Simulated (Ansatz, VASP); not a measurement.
## Two plane-wave programs on BN

File POSCAR:

```
BN
1.0
    0.0000000000      1.7506807011      1.7506807011
    1.7506807011      0.0000000000      1.7506807011
    1.7506807011      1.7506807011      0.0000000000
B N
1 1
Direct
    0.0000000000      0.0000000000      0.0000000000
    0.2500000000      0.2500000000      0.2500000000
```

Contents of INCAR.step1:

```
PREC = Accurate
ENCUT = 520
ISMEAR = 0
SIGMA = 0.01
LREAL = F
LASPH = T
NELM = 80
NBANDS = 11
GGA = PE
ALGO = Normal
EDIFF = 1E-4
LWAVE = T
LCHARG = F
```

The input INCAR.step2:

```
PREC = Accurate
ENCUT = 520
EDIFF = 1E-7
ISMEAR = 0
SIGMA = 0.01
LREAL = F
LASPH = T
NELM = 80
ALGO = Normal
ISIF = 2
LWAVE = F
LCHARG = F
METAGGA = R2SCAN
LMIXTAU = T
NBANDS = 11
ISTART = 1
```

File KPOINTS:

```
Automatic mesh
0
Gamma
  12 12 12
```

Input for Ansatz:

```yaml
crystal:
  lattice:
    - [0.0, 1.7506807011, 1.7506807011]
    - [1.7506807011, 0.0, 1.7506807011]
    - [1.7506807011, 1.7506807011, 0.0]
  atoms:
    - { symbol: B, position: [0.0, 0.0, 0.0] }
    - { symbol: "N", position: [0.25, 0.25, 0.25] }
kpoints:
  mp_grid: { grid: [12, 12, 12] }
  band_path:
    path:
      - [0.0, 0.0, 0.0]
      - [-0.5, -0.5, 0.0]
      - [-0.375, -0.375, 0.25]
      - [-0.375, 0.0, 0.375]
      - [0.0, 0.0, 0.5]
      - [-0.5, -0.25, 0.25]
      - [0.0, 0.5, 0.5]
    npoints: 1
hamiltonian:
  xc: r2scan
scf:
  occupations: { method: fixed }
  n_extra_bands: 4
output:
  forces: true
  stress: true
  eigenvalues: true
```

Change from the starting cell: hydrostatic strain -3.0%.

Alike in both runs: task single point; functional r2SCAN; k mesh 12 × 12 × 12; no spin polarisation.

```csv
,VASP,Ansatz
version,VASP 6.6.1,Ansatz 0.2.0
potentials or method,"VASP PAW PBE potentials, release 64 (B, N)","plane waves, PAW"
plane-wave cutoff (eV),520,500
occupations,"gaussian, width 0.01 eV",fixed
valence electrons in the cell,8,8
```

```csv
,VASP,Ansatz,Ansatz less VASP
gap on the k mesh at the Fermi level (eV),5.09,5.12,+0.029
pressure (GPa),43.8,42.3,-1.47
```

VASP's potentials were made for PBE, not for r2SCAN. Both programs put the cell under a high pressure, so it lies far from rest at this level.
